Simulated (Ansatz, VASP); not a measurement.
**W: VASP beside Ansatz**

INCAR

```
SYSTEM = W
ALGO = Normal
EDIFF = 1E-6
ENCUT = 500
GGA = PS
GGA_COMPAT = .False.
ISIF = 2
ISMEAR = 0
LASPH = .True.
LCHARG = .True.
LELF = .True.
LREAL = .False.
LVHAR = .True.
LWAVE = .False.
NBANDS = 13
NELM = 120
PREC = Accurate
SIGMA = 0.15
```

File KPOINTS:

```
k-points
0
Gamma
  20 20 20
  0 0 0
```

The input POSCAR:

```
W
1.0
   -0.2998690383      1.9991269217      1.6992578834
    1.6992578834      0.0000000000      1.3993888452
    1.9991269217      1.9991269217     -0.2998690383
W
1
Direct
    0.0000000000      0.0000000000      0.0000000000
```

Input for Ansatz:

```yaml
crystal:
  lattice:
    - [-0.2998690383, 1.9991269217, 1.6992578834]
    - [1.6992578834, 0.0, 1.3993888452]
    - [1.9991269217, 1.9991269217, -0.2998690383]
  atoms:
    - { symbol: W, position: [0.0, 0.0, 0.0] }
basis:
  ecutwfc: 420
kpoints:
  mp_grid: { grid: [20, 20, 20] }
hamiltonian:
  xc: pbesol
  pseudopotentials: { kind: paw, azcp: { folder: soft_1 } }
scf:
  occupations: { method: gaussian, width: 0.15 }
output:
  forces: true
  stress: true
  eigenvalues: true
  write_density: true
  write_potential: true
  elf: true
  volumetric_format: npy
```

Change from the starting cell: engineering shear strain xz -0.3000, normal strain along z -0.1500.

Alike in both runs: task single point; functional PBEsol; k mesh 20 × 20 × 20; occupations gaussian, width 0.15 eV; no spin polarisation.

|  | VASP | Ansatz |
| --- | --- | --- |
| version | VASP 6.6.1 | Ansatz 0.2.0 |
| potentials or method | VASP PAW PBE potentials, release 64 (W_sv), cutoff 500 eV | scalar-relativistic, plane waves, PAW |
| valence electrons in the cell | 14 | 14 |

Ansatz gave:

- gap on the k mesh at the Fermi level (eV): none
- pressure (GPa): 112.2
- traceless stress, the component that is largest in VASP (GPa): 106.71

**Question.** Estimate VASP's values.

**Answer.** gap on the k mesh at the Fermi level (eV): none; pressure (GPa): 116.9; traceless stress, the component that is largest in VASP (GPa): 111.88.

VASP's potentials were made for PBE, not for PBEsol, and Ansatz warns of the same on its side. A gap of «none» marks a metal or a gap that the smearing closes. Both programs put the cell under a high pressure, so it lies far from rest at this level.

Spin-orbit coupling is off throughout. Noted on VASP's run: the cell as given lies far from equilibrium.
